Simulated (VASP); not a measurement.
# Ti (P6/mmm) in VASP: a series of runs

The runs below take Ti through relaxation of cell and atoms, with PBE.

Everything below comes from runs of VASP 6.6.1. Logs are shortened: lines on timing, memory, paths and dates and some standing lists are left out, and cuts for length are marked.

### Step 1. The cell of the first run

It takes space group P6/mmm (No. 191, hexagonal). The conventional cell has a = 2.584 Å, b = 2.584 Å, c = 2.429 Å, α = 90.00°, β = 90.00°, γ = 120.00°. Ti (site symmetry 6/mmm) has 8 Ti at 2.43 to 2.58 Å within 3.2 Å.

This isn't the form of Ti at room conditions, which is hcp.

### Step 2. Relaxation of cell and atoms, PBE, target pressure 38 GPa, at which the enthalpy is minimised

Contents of INCAR:

```
PREC = Accurate
ENCUT = 600
EDIFF = 1E-7
ISMEAR = -1
SIGMA = 0.1
LREAL = F
LASPH = T
NELM = 100
ALGO = Normal
ISIF = 3
LWAVE = F
LCHARG = F
GGA = PE
IBRION = 2
NSW = 60
EDIFFG = -0.005
PSTRESS = 380.0
```

Contents of KPOINTS:

```
Automatic mesh
0
Gamma
  17 17 16
```

Contents of POSCAR:

```
Ti
1.0
    2.5843540769      0.0000000000      0.0000000000
   -1.2921770385      2.2381162830      0.0000000000
    0.0000000000      0.0000000000      2.4292928323
Ti
1
Direct
    0.0000000000      0.0000000000      0.0000000000
```

Potentials or basis: VASP PAW PBE potentials, release 64 (Ti_sv).

On the command line:

```bash
> cat potpaw_PBE.64/Ti_sv/POTCAR > POTCAR
> mpirun -np 1 vasp_std > vasp.out
```

OUTCAR:

```text
PREC = Accurate
   ENCUT = 600
   EDIFF = 1E-7
   ISMEAR = -1
   LREAL = F
   LASPH = T
   NELM = 100
   ISIF = 3
   GGA = PE
   IBRION = 2
   NSW = 60
   EDIFFG = -0.005
   PSTRESS = 380.0

 ion  position               nearest neighbor table
   1  0.000  0.000  0.000-

  LATTYP: Found a hexagonal cell.
 ALAT       =     2.5843540769
 C/A-ratio  =     0.9400000000

  Lattice vectors:

 A1 = (   2.5843540769,   0.0000000000,   0.0000000000)
 A2 = (  -1.2921770385,   2.2381162830,   0.0000000000)
 A3 = (   0.0000000000,   0.0000000000,   2.4292928323)

Analysis of symmetry for initial positions (statically):
=====================================================================
 Subroutine PRICEL returns:
 Original cell was already a primitive cell.

 Routine SETGRP: Setting up the symmetry group for a
 hexagonal supercell.

 Subroutine GETGRP returns: Found 24 space group operations
 (whereof 24 operations were pure point group operations)
 out of a pool of 24 trial point group operations.

The static configuration has the point symmetry D_6h.

Analysis of symmetry for dynamics (positions and initial velocities):
=====================================================================
 Subroutine PRICEL returns:
 Original cell was already a primitive cell.

 Routine SETGRP: Setting up the symmetry group for a
 hexagonal supercell.

 Subroutine GETGRP returns: Found 24 space group operations
 (whereof 24 operations were pure point group operations)
 out of a pool of 24 trial point group operations.

The dynamic configuration has the point symmetry D_6h.

 Subroutine INISYM returns: Found 24 space group operations
 (whereof 24 operations are pure point group operations),
 and found     1 'primitive' translations

----------------------------------------------------------------------------------------

                                     Primitive cell

  volume of cell :      14.0512

  direct lattice vectors                    reciprocal lattice vectors
     2.584354077  0.000000000  0.000000000     0.386943882  0.223402155  0.000000000
    -1.292177038  2.238116283  0.000000000     0.000000000  0.446804309  0.000000000
     0.000000000  0.000000000  2.429292832     0.000000000  0.000000000  0.411642428

  length of vectors
     2.584354077  2.584354077  2.429292832     0.446804309  0.446804309  0.411642428

  position of ions in fractional coordinates (direct lattice)
     0.000000000  0.000000000  0.000000000

  ion indices of the primitive-cell ions
   primitive index   ion index
                 1           1

----------------------------------------------------------------------------------------

 KPOINTS: Automatic mesh

Automatic generation of k-mesh.
 Grid dimensions read from file:
 generate k-points for:   17   17   16

 Generating k-lattice:

  Cartesian coordinates                     Fractional coordinates (reciprocal lattice)
     0.022761405  0.013141303  0.000000000     0.058823529 -0.000000000  0.000000000
     0.000000000  0.026282606  0.000000000     0.000000000  0.058823529  0.000000000
     0.000000000  0.000000000  0.025727652     0.000000000  0.000000000  0.062500000

  Length of vectors
     0.026282606  0.026282606  0.025727652

  Shift w.r.t. Gamma in fractional coordinates (k-lattice)
     0.000000000  0.000000000  0.000000000

 Subroutine IBZKPT returns following result:
 ===========================================

 Found    297 irreducible k-points:

 Following reciprocal coordinates:
            Coordinates               Weight
  0.000000  0.000000  0.000000      1.000000
  0.058824  0.000000  0.000000      6.000000
  0.117647  0.000000  0.000000      6.000000
  0.176471  0.000000  0.000000      6.000000
  0.235294  0.000000  0.000000      6.000000
  0.294118  0.000000  0.000000      6.000000
[... 16 lines left out ...]
  0.411765  0.117647  0.000000     12.000000
  0.176471  0.176471  0.000000      6.000000
 [... further k-points ...]
   k-points           NKPTS =    297   k-points in BZ     NKDIM =    297   number of bands    NBANDS=     10
   number of dos      NEDOS =    301   number of ions     NIONS =      1
   total plane-waves  NPLWV =  11520
   dimension x,y,z NGX =    24 NGY =   24 NGZ =   20
   dimension x,y,z NGXF=    48 NGYF=   48 NGZF=   40
   ions per type =               1
   NGX,Y,Z   is equivalent  to a cutoff of  15.44, 15.44, 13.69 a.u.
   NGXF,Y,Z  is equivalent  to a cutoff of  30.88, 30.88, 27.37 a.u.
 SYSTEM =  unknown system
   PREC   = accura    normal or accurate (medium, high low for compatibility)
   ISTART =      0    job   : 0-new  1-cont  2-samecut
   ICHARG =      2    charge: 1-file 2-atom 10-const
   ISPIN  =      1    spin polarized calculation?
   LNONCOLLINEAR =      F non collinear calculations
   LSORBIT =      F    spin-orbit coupling
   LASPH  =      T    aspherical Exc in radial PAW
   ENCUT  =  600.0 eV  44.10 Ry    6.64 a.u.   5.16  5.16  4.85*2*pi/ulx,y,z
   NELM   =    100;   NELMIN=  2; NELMDL= -5     # of ELM steps
   EDIFF  = 0.1E-06   stopping-criterion for ELM
   LREAL  =      F    real-space projection
   EDIFFG = -.5E-02   stopping-criterion for IOM
   NSW    =     60    number of steps for IOM
   IBRION =      2    ionic relax: 0-MD 1-quasi-New 2-CG
   NFREE  =      1    steps in history (QN), initial steepest desc. (CG)
   ISIF   =      3    stress and relaxation
   ISYM   =      2    0-nonsym 1-usesym 2-fastsym
   POTIM  = 0.5000    time-step for ionic-motion
   TEBEG  =    0.0;   TEEND  =   0.0 temperature during run
   PSTRESS=  380.0 pullay stress
   NELECT =      12.0000    total number of electrons
   NUPDOWN=      -1.0000    fix difference up-down
   EMIN   =  10.00;   EMAX   =-10.00  energy-range for DOS
   EFERMI =   0.00;   METHOD = LEGACY
   ISMEAR =    -1;   SIGMA  =   0.10  broadening in eV -4-tet -1-fermi 0-gaus
   EFERMI_NEDOS =   21; number of points for ismear=-14 and -15
   IALGO  =     38    algorithm
   IMIX   =      4    mixing-type and parameters
     AMIX     =   0.40;   BMIX     =  1.00
     AMIX_MAG =   1.60;   BMIX_MAG =  1.00
  volume/ion in A,a.u.               =      14.05        94.82
  Fermi-wavevector in a.u.,A,eV,Ry     =   1.553211  2.935143 32.823563  2.412464
  Thomas-Fermi vector in A             =   2.657474
   LORBIT       =      0    0 simple, 1 ext, 2 COOP (PROOUT), +10 PAW based schemes
   GGA     = PE    functional components
   LHFCALC =     F    Hartree Fock is set to
   AEXX    =    0.0000 exact exchange contribution
   IVDW    =     0    specifies the selected vdW correction
   LEPSILON=     F    determine dielectric tensor
   LRPA    =     F    only Hartree local field effects (RPA)
 conjugate gradient relaxation of ions
 non-spin polarized calculation
  energy-cutoff  :      600.00
  volume of cell :       14.05
 maximum number of plane-waves:       480
 NGX is ok and might be reduce to    24

--------------------------------------- Ionic step        1  -------------------------------------------

 number of electron      12.0000004 magnetization

 Free energy of the ion-electron system (eV)
  ---------------------------------------------------
  ext. energy  EPLUGINS =         0.00000000
  ---------------------------------------------------
  free energy    TOTEN  =        -7.17646083 eV

  energy without entropy =       -7.13694735  energy(sigma->0) =       -7.15670409

------------------------ aborting loop because EDIFF is reached ----------------------------------------

  FORCE on cell =-STRESS in cart. coord.  units (eV):
  Direction    XX          YY          ZZ          XY          YZ          ZX
  --------------------------------------------------------------------------------------
  -------------------------------------------------------------------------------------
  Total        2.5602995      2.5602995      3.2087791     -0.0000000      0.0000000     -0.0000000
  in kB      291.9354446    291.9354447    365.8776373     -0.0000000      0.0000000     -0.0000000
  external PRESSURE =     -63.4171578 kB  Pullay stress =     380.0000000 kB
[... 244 lines left out ...]
  enthalpy is  TOTEN    =        -3.8632398999 eV   P V=        3.2424234880

--------------------------------------- Ionic step        8  -------------------------------------------

 number of electron      11.9999997 magnetization

 Free energy of the ion-electron system (eV)
  ---------------------------------------------------
  ext. energy  EPLUGINS =         0.00000000
  ---------------------------------------------------
  free energy    TOTEN  =        -7.09590273 eV

  energy without entropy =       -7.06644718  energy(sigma->0) =       -7.08117496

 E-fermi :  10.8071     XC(G=0): -12.6390

 val. band max:       10.8035185500   @ k =   0.2941   0.2941   0.0000
 cond. band min:      10.8083404100   @ k =   0.0000   0.0000   0.3750
 fundamental gap:      0.0048218600
 Fermi energy:        10.8071087810

 k-point     1 :       0.0000    0.0000    0.0000
  band No.  band energies     occupation
      1     -45.5192      2.00000
      2     -20.9524      2.00000
      3     -20.6956      2.00000
      4     -20.6956      2.00000
      5       4.6367      2.00000
      6       8.9474      2.00000
      7      12.1008      0.00000
      8      12.1008      0.00000
      9      16.0415      0.00000
     10      16.0415      0.00000
[... 287 lines left out ...]
 k-point    24 :       0.1765    0.1765    0.0000
  band No.  band energies     occupation
      1     -45.2469      2.00000
      2     -21.8519      2.00000
      3     -21.0929      2.00000
      4     -20.8001      2.00000
      5       7.7122      2.00000
      6      10.0721      1.99872
      7      10.2907      1.98863
      8      14.0618      0.00000
      9      15.1487      0.00000
     10      15.4324      0.00000

 [... further k-points ...]
[... 5 lines left out ...]
  --------------------------------------------------------------------------------------
  -------------------------------------------------------------------------------------
  Total        3.2298455      3.2298455      3.2369467     -0.0000000      0.0000000      0.0000000
  in kB      379.6789827    379.6789827    380.5137522     -0.0000000      0.0000000      0.0000000
  external PRESSURE =      -0.0427608 kB  Pullay stress =     380.0000000 kB
[... 16 lines left out ...]
  FREE ENERGIE OF THE ION-ELECTRON SYSTEM (eV)
  ---------------------------------------------------
  free  energy   TOTEN  =        -7.0959027321 eV

  energy  without entropy=       -7.0664471785  energy(sigma->0) =       -7.08117496

  enthalpy is  TOTEN    =        -3.8633264275 eV   P V=        3.2325763046

 reached required accuracy - stopping structural energy minimisation
```

It took 5.4 min on 1 thread of Intel Xeon 8259CL, shared host; peak memory 0.2 GiB.

Results:

| Item | Value |
| --- | --- |
| Free energy | -7.0959 eV |
| Relaxed volume | 13.63 Å³/atom |
| Relaxed cell | a = 2.521 Å, b = 2.521 Å, c = 2.476 Å, α = 90.00°, β = 90.00°, γ = 120.00° |
| Space group after relaxing (to 0.1 Å) | P6/mmm (No. 191) |
| Energy change on relaxing (the run minimises the enthalpy) | +80.6 meV/atom |
| Ionic steps | 8 |
| Pressure after relaxing | 38.0 GPa |
| Band gap on the k mesh | zero (bands 6 and 7 overlap by 0.97 eV) |

The path:
| step | energy change (eV) | largest force (eV/Å) | pressure (GPa) | volume (Å³) |
| --- | --- | --- | --- | --- |
| 1 | 0.0000 | 0.0000 | 31.66 | 14.05 |
| 2 | 0.2675 | 0.0000 | 49.63 | 12.95 |
| 3 | 0.1091 | 0.0000 | 39.37 | 13.53 |
| 4 | 0.0906 | 0.0000 | 38.66 | 13.59 |
| 5 | 0.0875 | 0.0000 | 38.53 | 13.60 |
| 6 | 0.0878 | 0.0000 | 38.48 | 13.60 |
| 7 | 0.0708 | 0.0000 | 37.40 | 13.67 |
| 8 | 0.0806 | 0.0000 | 38.00 | 13.63 |

Final structure:
```yaml
crystal:
  lattice:
    - [2.52097, 0.00000, 0.00000]
    - [-1.26049, 2.18323, 0.00000]
    - [0.00000, 0.00000, 2.47633]
  atoms:
    - { symbol: Ti, position: [0.00000, 0.00000, 0.00000] }
```

Levels at points of the mesh, in eV from the Fermi level:
| k point | band 3 | band 4 | band 5 | band 6 | band 7 | band 8 | band 9 | band 10 |
| --- | --- | --- | --- | --- | --- | --- | --- | --- |
| (0.00, 0.00, 0.00) | -31.50 | -31.50 | -6.17 | -1.86 | 1.29 | 1.29 | 5.23 | 5.23 |
| (0.00, 0.00, 0.50) | -31.38 | -31.38 | -2.12 | -0.03 | 1.89 | 1.89 | 3.19 | 3.19 |

Caveat: the cell is relaxed towards a set pressure, so the run minimises the enthalpy, not the energy.

### Step 3. Relaxation of cell and atoms, PBE, target pressure 38 GPa, at which the enthalpy is minimised

This run uses another cell than the first one: it holds 3 atoms, not 1.

Contents of INCAR:

```
SYSTEM = Ti
PREC = Accurate
ENCUT = 600
EDIFF = 1E-6
ISMEAR = -1
SIGMA = 0.1
LREAL = .FALSE.
LASPH = .TRUE.
NELM = 100
ALGO = Normal
ISIF = 3
LWAVE = .FALSE.
LCHARG = .FALSE.
GGA = PE
IBRION = 2
NSW = 32
EDIFFG = -0.005
PSTRESS = 380.0
```

Contents of KPOINTS:

```
regular mesh
0
G
  9 9 12
  0 0 0
```

Contents of POSCAR:

```
Ti
1.0
    4.2319258032      0.0000000000      0.0000000000
   -2.1159629016      3.6649552525      0.0000000000
    0.0000000000      0.0000000000      2.6407597425
Ti
3
Direct
    0.0000000000      0.0000000000      0.0000000000
    0.3333333333      0.6666666667      0.5000000000
    0.6666666667      0.3333333333      0.5000000000
```

Potentials or basis: VASP PAW PBE potentials, release 64 (Ti_sv).

On the command line:

```bash
> cat potpaw_PBE.64/Ti_sv/POTCAR > POTCAR
> mpirun -np 1 vasp_std > vasp.out
```

OUTCAR:

```text
SYSTEM = Ti
   PREC = Accurate
   ENCUT = 600
   EDIFF = 1E-6
   ISMEAR = -1
   LREAL = .FALSE.
   LASPH = .TRUE.
   NELM = 100
   ISIF = 3
   GGA = PE
   IBRION = 2
   NSW = 32
   EDIFFG = -0.005
   PSTRESS = 380.0

 ion  position               nearest neighbor table
   1  0.000  0.000  0.000-   2 2.78   3 2.78   2 2.78   3 2.78   2 2.78   2 2.78   3 2.78   3 2.78
                             3 2.78   3 2.78   2 2.78   2 2.78
   2  0.333  0.667  0.500-   3 2.44   3 2.44   3 2.44   1 2.78   1 2.78   1 2.78   1 2.78   1 2.78
                             1 2.78
   3  0.667  0.333  0.500-   2 2.44   2 2.44   2 2.44   1 2.78   1 2.78   1 2.78   1 2.78   1 2.78
                             1 2.78

  LATTYP: Found a hexagonal cell.
 ALAT       =     4.2319258032
 C/A-ratio  =     0.6240089891

  Lattice vectors:

 A1 = (   4.2319258032,   0.0000000000,   0.0000000000)
 A2 = (  -2.1159629016,   3.6649552525,   0.0000000000)
 A3 = (   0.0000000000,   0.0000000000,   2.6407597425)

Analysis of symmetry for initial positions (statically):
=====================================================================
 Subroutine PRICEL returns:
 Original cell was already a primitive cell.

[... 170 lines left out ...]
  free energy    TOTEN  =       -22.54288660 eV

  energy without entropy =      -22.45792524  energy(sigma->0) =      -22.50040592

------------------------ aborting loop because EDIFF is reached ----------------------------------------

  FORCE on cell =-STRESS in cart. coord.  units (eV):
  Direction    XX          YY          ZZ          XY          YZ          ZX
  --------------------------------------------------------------------------------------
  -------------------------------------------------------------------------------------
  Total        9.5364958      9.5364958      9.5141125      0.0000000     -0.0000000      0.0000000
  in kB      373.0472068    373.0472068    372.1716183      0.0000000     -0.0000000      0.0000000
  external PRESSURE =      -7.2446560 kB  Pullay stress =     380.0000000 kB
[... 65 lines left out ...]
--------------------------------------- Ionic step        3  -------------------------------------------

 number of electron      36.0000000 magnetization

 Free energy of the ion-electron system (eV)
  ---------------------------------------------------
  ext. energy  EPLUGINS =         0.00000000
  ---------------------------------------------------
  free energy    TOTEN  =       -22.51273150 eV

  energy without entropy =      -22.42793513  energy(sigma->0) =      -22.47033332

 E-fermi :  11.0338     XC(G=0): -12.6982

 val. band max:       11.0202774030   @ k =   0.3333   0.2222   0.0833
 cond. band min:      11.0481850937   @ k =   0.3333   0.1111   0.0000
 fundamental gap:      0.0279076906
 Fermi energy:        11.0338268206

 k-point     1 :       0.0000    0.0000    0.0000
  band No.  band energies     occupation
      1     -45.4624      2.00000
      2     -45.1487      2.00000
      3     -44.8587      2.00000
      4     -21.9447      2.00000
      5     -21.9447      2.00000
      6     -21.8353      2.00000
[... 589 lines left out ...]
     21      11.6512      0.00416
     22      12.6990      0.00000

 [... further k-points ...]
[... 5 lines left out ...]
  --------------------------------------------------------------------------------------
  -------------------------------------------------------------------------------------
  Total        9.6893300      9.6893300      9.6824659      0.0000000      0.0000000      0.0000000
  in kB      380.2174763    380.2174763    379.9481222      0.0000000      0.0000000      0.0000000
  external PRESSURE =       0.1276916 kB  Pullay stress =     380.0000000 kB
[... 22 lines left out ...]
  energy  without entropy=      -22.4279351293  energy(sigma->0) =      -22.47033332

  enthalpy is  TOTEN    =       -12.8289435997 eV   P V=        9.6837879026

 reached required accuracy - stopping structural energy minimisation
```

OSZICAR:

```text
N       E                     dE             d eps       ncg     rms          rms(c)
DAV:   1     0.456043972505E+03    0.45604E+03   -0.20648E+04  3704   0.234E+03
DAV:   2     0.291405923992E+02   -0.42690E+03   -0.42252E+03  3720   0.616E+02
DAV:   3    -0.198774778278E+02   -0.49018E+02   -0.47874E+02  6956   0.173E+02
[... 33 lines left out ...]
DAV:   6    -0.225125986374E+02   -0.18130E-03   -0.30143E-04  5518   0.117E-01    0.388E-02
DAV:   7    -0.225127129446E+02   -0.11431E-03   -0.18292E-04  5716   0.864E-02    0.162E-02
DAV:   8    -0.225127270651E+02   -0.14121E-04   -0.30174E-05  5794   0.390E-02    0.813E-03
DAV:   9    -0.225127312811E+02   -0.42160E-05   -0.97046E-06  4924   0.238E-02    0.116E-03
DAV:  10    -0.225127315023E+02   -0.22119E-06   -0.19908E-06  3056   0.906E-03
   3 F= -.12828944E+02 E0= -.12786545E+02  d E =-.292459E-03
```

CONTCAR:

```text
Ti
   1.00000000000000
     4.2276780842579935    0.0000000000000000    0.0000000000000000
    -2.1138390421289968    3.6612766199878655    0.0000000000000000
     0.0000000000000000   -0.0000000000000000    2.6377753268980770
  Ti
     3
Direct
     0.0000000000000000    1.0000000000000000    0.0000000000000000
     0.3333333332999970    0.6666666667000030    0.5000000000000000
     0.6666666667000030    0.3333333332999970    0.5000000000000000

  0.00000000E+00  0.00000000E+00  0.00000000E+00
  0.00000000E+00  0.00000000E+00  0.00000000E+00
  0.00000000E+00  0.00000000E+00  0.00000000E+00
```

Run time: 3.4 min. Hardware: 1 thread of Intel Xeon Platinum 8259CL at 2.50GHz (Skylake/Cascade Lake), shared host; peak memory 0.23 GiB.

Results:

* Free energy: -22.5127 eV
* Relaxed volume: 13.61 Å³/atom
* Relaxed cell: a = 4.228 Å, b = 4.228 Å, c = 2.638 Å, α = 90.00°, β = 90.00°, γ = 120.00°
* Space group after relaxing (to 0.1 Å): P6/mmm (No. 191)
* Energy change on relaxing (the run minimises the enthalpy): +10.1 meV/atom
* Ionic steps: 3
* Pressure after relaxing: 38.0 GPa
* Band gap on the k mesh: zero (bands 18 and 19 overlap by 0.56 eV)

The path:
| step | energy change (eV) | largest force (eV/Å) | pressure (GPa) | volume (Å³) |
| --- | --- | --- | --- | --- |
| 1 | 0.0000 | 0.0000 | 37.28 | 40.96 |
| 2 | 0.0872 | 0.0000 | 39.34 | 40.59 |
| 3 | 0.0302 | 0.0000 | 38.01 | 40.83 |

Final structure:
```yaml
crystal:
  lattice:
    - [4.22768, 0.00000, 0.00000]
    - [-2.11384, 3.66128, 0.00000]
    - [0.00000, 0.00000, 2.63778]
  atoms:
    - { symbol: Ti, position: [0.00000, 0.00000, 0.00000] }
    - { symbol: Ti, position: [0.33333, 0.66667, 0.50000] }
    - { symbol: Ti, position: [0.66667, 0.33333, 0.50000] }
```

Levels at points of the mesh, in eV from the Fermi level:
| k point | band 16 | band 17 | band 18 | band 19 | band 20 | band 21 |
| --- | --- | --- | --- | --- | --- | --- |
| (0.00, 0.00, 0.00) | -0.67 | -0.59 | -0.59 | 0.08 | 0.88 | 1.61 |
| (0.00, 0.00, 0.50) | -2.20 | -2.10 | -1.58 | 1.30 | 1.30 | 1.67 |

Caveat: the cell is relaxed towards a set pressure, so the run minimises the enthalpy, not the energy.

(Continued in part 2 of 2.)
